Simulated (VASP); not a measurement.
Here is a VASP 6.6.1 calculation.

Contents of INCAR:

```
SYSTEM = Al
ALGO     = Normal         ! electronic algorithm
DIPOL    = 0.5 0.5 0.324
EDIFF    = 1E-6           ! SCF threshold, eV
ENCUT    = 520            ! plane-wave cutoff, eV
GGA      = PE             ! functional
IDIPOL   = 3            
ISIF     = 2              ! what is computed and relaxed
ISMEAR   = 0              ! smearing method
LASPH    = .True.         ! aspherical terms in the spheres
LCHARG   = .True.         ! write CHGCAR
LDIPOL   = .True.       
LELF     = .True.         ! ELF
LREAL    = Auto         
LVACPOTAV= .True.       
LVHAR    = .True.       
LWAVE    = .False.        ! write WAVECAR
NBANDS   = 40             ! bands
NELM     = 100            ! most SCF steps
PREC     = Accurate       ! precision mode
SIGMA    = 0.1            ! smearing width, eV
```

The input KPOINTS:

```
k-points
0
Gamma
  5 4 1
  0 0 0
```

POSCAR

```
Al
1.0
    5.7135165838      0.0000000000      0.0000000000
    0.0000000000      8.0801326416      0.0000000000
    0.0000000000      0.0000000000     19.7432786844
Al
17
Direct
    0.2500000000      0.2500000000      0.2026005946
    0.2500000000      0.7500000000      0.2026005946
    0.7500000000      0.2500000000      0.2026005946
    0.7500000000      0.7500000000      0.2026005946
    0.0000000000      0.0000000000      0.2749482107
    0.0000000000      0.5000000000      0.2749482107
    0.5000000000      0.0000000000      0.2749482107
    0.5000000000      0.5000000000      0.2749482107
    0.2500000000      0.2500000000      0.3495466410
    0.2500000000      0.7500000000      0.3495466410
    0.7500000000      0.2500000000      0.3495466410
    0.7500000000      0.7500000000      0.3495466410
    0.0000000000      0.0000000000      0.4175232906
    0.0000000000      0.5000000000      0.4175232906
    0.5000000000      0.0000000000      0.4175232906
    0.5000000000      0.5000000000      0.4175232906
    0.0833333333      0.1666666667      0.5231451878
```

Potentials or basis: VASP PAW PBE potentials, release 64 (Al).

Command:

```console
$ cat potpaw_PBE.64/Al/POTCAR > POTCAR
$ mpirun -np 1 vasp_std > vasp.out
```

**Question.** Predict the largest force.

**Answer.** 0.964 eV/Å.

**Question.** Predict the band gap on the k mesh.

**Answer.** Zero (an odd number of electrons rules out a gap without spin polarisation).

Forces in eV/Å, atoms in the order of the input:
```
Al   0.089 -0.013  0.216
Al  -0.036 -0.013  0.244
Al  -0.093 -0.004  0.173
Al   0.035 -0.013  0.236
Al  -0.021 -0.010 -0.166
Al  -0.021  0.001 -0.177
Al  -0.004  0.016 -0.161
Al   0.015 -0.006 -0.185
Al   0.038 -0.044  0.010
Al   0.007  0.018  0.022
Al  -0.048 -0.016 -0.079
Al  -0.010  0.049  0.021
Al  -0.287 -0.599 -0.699
Al  -0.018 -0.151  0.214
Al  -0.050  0.111  0.290
Al   0.031 -0.029  0.059
Al   0.373  0.701 -0.018
```
